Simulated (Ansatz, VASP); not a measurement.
# InSb in VASP and in Ansatz

File INCAR:

```
PREC = Accurate ; ENCUT = 600
EDIFF = 1E-6 ; ISMEAR = -1
SIGMA = 0.15 ; LREAL = False
LASPH = True ; NELM = 80
ALGO = Normal ; ISIF = 3
LWAVE = False ; LCHARG = False
GGA = PS ; IBRION = 2
NSW = 80 ; EDIFFG = -0.001
```

File KPOINTS:

```
Automatic mesh
0
Gamma
  12 12 12
```

File POSCAR:

```
InSb
1.0
    0.0000000000      3.2599290597      3.2599290597
    3.2599290597      0.0000000000      3.2599290597
    3.2599290597      3.2599290597      0.0000000000
In Sb
1 1
Direct
    0.0000000000      0.0000000000      0.0000000000
    0.7500000000      0.7500000000      0.7500000000
```

Input for Ansatz:

```yaml
crystal:
  lattice:
    - [0.0, 3.2599290581, 3.2599290581]
    - [3.2599290581, 0.0, 3.2599290581]
    - [3.2599290581, 3.2599290581, 0.0]
  atoms:
    - { symbol: In, position: [0.0, 0.0, 0.0] }
    - { symbol: Sb, position: [0.25, 0.25, 0.25] }
basis:
  ecutwfc: 420
kpoints:
  mp_grid: { grid: [12, 12, 12] }
hamiltonian:
  xc: pbesol
scf:
  occupations: { method: fermi_dirac, width: 0.15 }
output:
  forces: true
  stress: true
  eigenvalues: true
relax:
  adjacent_minimum: "off"
  f_tol: 0.001
  max_steps: 60
  cell: { stress_tol: 0.01 }
```

Alike in both runs: task relaxation of cell and atoms; functional PBEsol; k mesh 12 × 12 × 12; occupations fermi-dirac, width 0.15 eV; no spin polarisation.

|  | VASP | Ansatz |
| --- | --- | --- |
| version | VASP 6.6.1 | Ansatz 0.2.0 |
| potentials or method | VASP PAW PBE potentials, release 64 (In_d, Sb), cutoff 600 eV | scalar-relativistic, plane waves, PAW |
| valence electrons in the cell | 18 | 28 |

```tsv
	VASP	Ansatz	Ansatz less VASP
gap on the k mesh at the Fermi level, each at its own relaxed structure (eV)	none	none	-
relaxed volume (Å³/atom)	34.69	34.64	-0.046
relaxed cell length with the largest relative difference (Å)	4.612	4.610	-0.0020
```

VASP's potentials were made for PBE, not for PBEsol. A gap of «none» marks a metal or a gap that the smearing closes. VASP's potentials hold 18 valence electrons a cell and Ansatz's 28, so a difference there can come from the potentials and not from the codes.

Spin-orbit coupling is off throughout.
